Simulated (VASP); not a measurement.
# GaAs (I-4m2) in VASP: a series of runs, part 2 of 2

VASP 6.6.1. The steps go on from the part before.

## 3. Single point, r2SCAN, non-collinear spin, zero start, spin-orbit coupling (uniaxial z strain +2.0%)

File POSCAR:

```
GaAs
1.0
    0.0000000000      2.8330850955      2.8897467974
    2.8330850955      0.0000000000      2.8897467974
    2.8330850955      2.8330850955      0.0000000000
Ga As
1 1
Direct
    0.0000000000      0.0000000000      0.0000000000
    0.2500000000      0.2500000000      0.2500000000
```

File INCAR.step1:

```
PREC = Accurate ; ENCUT = 520
ISMEAR = -1 ; SIGMA = 0.02
LREAL = F ; LASPH = T
NELM = 150 ; MAGMOM = 0 0 0 0 0 0
LSORBIT = T ; GGA_COMPAT = F
NBANDS = 30 ; GGA = PE
ALGO = Normal ; EDIFF = 1E-4
LWAVE = T ; LCHARG = F
```

File INCAR.step2:

```
PREC = Accurate ; ENCUT = 520
EDIFF = 1E-6 ; ISMEAR = -1
SIGMA = 0.02 ; LREAL = F
LASPH = T ; NELM = 150
ALGO = Normal ; ISIF = 2
LWAVE = F ; LCHARG = F
MAGMOM = 0 0 0 0 0 0 ; LORBIT = 11
LSORBIT = T ; GGA_COMPAT = F
LORBMOM = T ; METAGGA = R2SCAN
LMIXTAU = T ; NBANDS = 30
ISTART = 1
```

File KPOINTS:

```
Automatic mesh
0
Gamma
  8 8 8
```

Potentials or basis: VASP PAW PBE potentials, release 64 (Ga_d, As).

Run with:

```
$ cat potpaw_PBE.64/Ga_d/POTCAR potpaw_PBE.64/As/POTCAR > POTCAR
$ cp INCAR.step1 INCAR
$ mpirun -np 1 vasp_ncl > vasp.out
$ cp INCAR.step2 INCAR
$ mpirun -np 1 vasp_ncl > vasp.out
```

OUTCAR:

```text
PREC = Accurate
   ENCUT = 520
   EDIFF = 1E-6
   ISMEAR = -1
   LREAL = F
   LASPH = T
   NELM = 150
   ISIF = 2
   LORBIT = 11
   LSORBIT = T
   METAGGA = R2SCAN
   ISTART = 1

 ion  position               nearest neighbor table
   1  0.000  0.000  0.000-   2 2.47   2 2.47   2 2.47   2 2.47
   2  0.250  0.250  0.250-   1 2.47   1 2.47   1 2.47   1 2.47

  LATTYP: Found a body centered tetragonal cell.
 ALAT       =     4.0065873654
 C/A-ratio  =     1.4424978336

  Lattice vectors:

 A1 = (  -2.8330850955,   0.0000000000,   2.8897467974)
 A2 = (   2.8330850955,   0.0000000000,   2.8897467974)
 A3 = (   0.0000000000,   2.8330850955,  -2.8897467974)

Analysis of symmetry for initial positions (statically):
=====================================================================
 Subroutine PRICEL returns:
 Original cell was already a primitive cell.

 Routine SETGRP: Setting up the symmetry group for a
 body centered tetragonal supercell.

 Subroutine GETGRP returns: Found  8 space group operations
 (whereof  8 operations were pure point group operations)
 out of a pool of 16 trial point group operations.

The static configuration has the point symmetry D_2d.

Analysis of symmetry for dynamics (positions and initial velocities):
=====================================================================
 Subroutine PRICEL returns:
 Original cell was already a primitive cell.

 Routine SETGRP: Setting up the symmetry group for a
 body centered tetragonal supercell.

 Subroutine GETGRP returns: Found  8 space group operations
 (whereof  8 operations were pure point group operations)
 out of a pool of 16 trial point group operations.

The dynamic configuration has the point symmetry D_2d.

Analysis of structural, dynamic, and magnetic symmetry:
=====================================================================
 Subroutine PRICEL returns:
[... 999 lines left out ...]
            0.000   0.000   0.000

 orbital moment (y)

 # of ion     p       d       tot
 ----------------------------------------
  1        -0.000  -0.000  -0.000
  2        -0.000   0.000  -0.000
 ----------------------------------------
           -0.000  -0.000  -0.000

 orbital moment (z)

 # of ion     p       d       tot
 ----------------------------------------
  1        -0.000   0.000  -0.000
  2        -0.000  -0.000  -0.000
 ----------------------------------------
           -0.000   0.000  -0.000

 Spin-Orbit-Coupling matrix elements

 Ion:    1  E_soc:     -0.0112763
 l=   1
     0.0000000    -0.0010754    -0.0010774
    -0.0010754     0.0000000    -0.0010754
    -0.0010774    -0.0010754     0.0000000
 l=   2
     0.0000000    -0.0001604     0.0000000    -0.0001604    -0.0006433
    -0.0001604     0.0000000    -0.0004822    -0.0001603    -0.0001606
     0.0000000    -0.0004822     0.0000000    -0.0004822     0.0000000
    -0.0001604    -0.0001603    -0.0004822     0.0000000    -0.0001606
    -0.0006433    -0.0001606     0.0000000    -0.0001606     0.0000000
 l=   3
     0.0000000     0.0000000     0.0000000     0.0000000     0.0000000     0.0000000     0.0000000
     0.0000000     0.0000000     0.0000000     0.0000000     0.0000000     0.0000000     0.0000000
     0.0000000     0.0000000     0.0000000     0.0000000     0.0000000     0.0000000     0.0000000
     0.0000000     0.0000000     0.0000000     0.0000000     0.0000000     0.0000000     0.0000000
     0.0000000     0.0000000     0.0000000     0.0000000     0.0000000     0.0000000     0.0000000
     0.0000000     0.0000000     0.0000000     0.0000000     0.0000000     0.0000000     0.0000000
     0.0000000     0.0000000     0.0000000     0.0000000     0.0000000     0.0000000     0.0000000

 Ion:    2  E_soc:     -0.0228887
 l=   1
     0.0000000    -0.0037983    -0.0038259
    -0.0037983     0.0000000    -0.0037983
    -0.0038259    -0.0037983     0.0000000
 l=   2
     0.0000000    -0.0000037     0.0000000    -0.0000037    -0.0000037
    -0.0000037     0.0000000    -0.0000027    -0.0000038    -0.0000009
     0.0000000    -0.0000027     0.0000000    -0.0000027     0.0000000
    -0.0000037    -0.0000038    -0.0000027     0.0000000    -0.0000009
    -0.0000037    -0.0000009     0.0000000    -0.0000009     0.0000000
 l=   3
     0.0000000     0.0000000     0.0000000     0.0000000     0.0000000     0.0000000     0.0000000
     0.0000000     0.0000000     0.0000000     0.0000000     0.0000000     0.0000000     0.0000000
     0.0000000     0.0000000     0.0000000     0.0000000     0.0000000     0.0000000     0.0000000
     0.0000000     0.0000000     0.0000000     0.0000000     0.0000000     0.0000000     0.0000000
     0.0000000     0.0000000     0.0000000     0.0000000     0.0000000     0.0000000     0.0000000
     0.0000000     0.0000000     0.0000000     0.0000000     0.0000000     0.0000000     0.0000000
     0.0000000     0.0000000     0.0000000     0.0000000     0.0000000     0.0000000     0.0000000

 total charge

# of ion       s       p       d       tot
------------------------------------------
    1        0.847   0.770   9.994  11.610
    2        1.205   1.620   0.030   2.856
--------------------------------------------------
tot          2.052   2.390  10.024  14.466

 magnetization (x)

# of ion       s       p       d       tot
------------------------------------------
    1        0.000   0.000   0.000   0.000
    2        0.000   0.000   0.000   0.000
--------------------------------------------------
tot          0.000   0.000   0.000   0.000

 magnetization (y)

# of ion       s       p       d       tot
------------------------------------------
    1        0.000   0.000  -0.000  -0.000
    2        0.000  -0.000  -0.000  -0.000
--------------------------------------------------
tot          0.000  -0.000  -0.000  -0.000

 magnetization (z)

# of ion       s       p       d       tot
------------------------------------------
    1        0.000   0.000   0.000   0.000
    2        0.000   0.000   0.000   0.000
--------------------------------------------------
tot          0.000   0.000   0.000   0.000
```

OUTCAR.step1:

```text
PREC = Accurate
   ENCUT = 520
   ISMEAR = -1
   LREAL = F
   LASPH = T
   NELM = 150
   LSORBIT = T
   GGA = PE
   EDIFF = 1E-4
[... 1074 lines left out ...]
     0.0000000     0.0000000     0.0000000     0.0000000     0.0000000     0.0000000     0.0000000
     0.0000000     0.0000000     0.0000000     0.0000000     0.0000000     0.0000000     0.0000000
     0.0000000     0.0000000     0.0000000     0.0000000     0.0000000     0.0000000     0.0000000
     0.0000000     0.0000000     0.0000000     0.0000000     0.0000000     0.0000000     0.0000000
     0.0000000     0.0000000     0.0000000     0.0000000     0.0000000     0.0000000     0.0000000

=======================================================================

 ========================================================
```

OSZICAR.step1:

```text
N       E                     dE             d eps       ncg     rms          rms(c)
DAV:   1     0.132012522045E+03    0.13201E+03   -0.83148E+03  5752   0.167E+03
DAV:   2     0.920550697645E+01   -0.12281E+03   -0.11594E+03  5492   0.444E+02
DAV:   3    -0.784466443688E+01   -0.17050E+02   -0.16825E+02  6222   0.116E+02
DAV:   4    -0.842701907038E+01   -0.58235E+00   -0.58118E+00  6264   0.231E+01
DAV:   5    -0.843700434899E+01   -0.99853E-02   -0.99838E-02  5994   0.299E+00    0.283E+00
DAV:   6    -0.829691591650E+01    0.14009E+00   -0.18288E-01  7730   0.827E+00    0.163E+00
DAV:   7    -0.828000658574E+01    0.16909E-01   -0.93278E-02  5926   0.220E+00    0.579E-01
DAV:   8    -0.828109468940E+01   -0.10881E-02   -0.15409E-02  6514   0.190E+00    0.124E-01
DAV:   9    -0.828131720657E+01   -0.22252E-03   -0.20630E-03  6408   0.913E-01    0.688E-02
DAV:  10    -0.828137418720E+01   -0.56981E-04   -0.25659E-04  6048   0.144E-01
   1 F= -.82813742E+01 E0= -.82813684E+01  d E =-.116267E-04  mag=    -0.0000    -0.0000     0.0000
```

Run time: 17 min. Hardware: 1 thread of Intel Xeon Platinum 8488C (Sapphire Rapids), shared host; peak memory 0.44 GiB.

What came out:

| Quantity | Value |
| --- | --- |
| Free energy | -27.0640 eV |
| Pressure | -1.3 GPa |
| Net moment | 0.00 μB per cell |
| Valence electrons inside the program's atomic spheres | Ga 11.61; As 2.86 |

Stress tensor (GPa, compression positive):
```
-0.84  0.00  0.00
 0.00 -0.84  0.00
 0.00  0.00 -2.18
```

Moments on the atoms (μB; x, y, z):
```
Ga  0.00 0.00 0.00
As  0.00 0.00 0.00
```

Caveat: the cell differs from its parent crystal (uniaxial z strain +2.0%); the PAW data sets were made with another functional, which shifts forces and pressure a little.
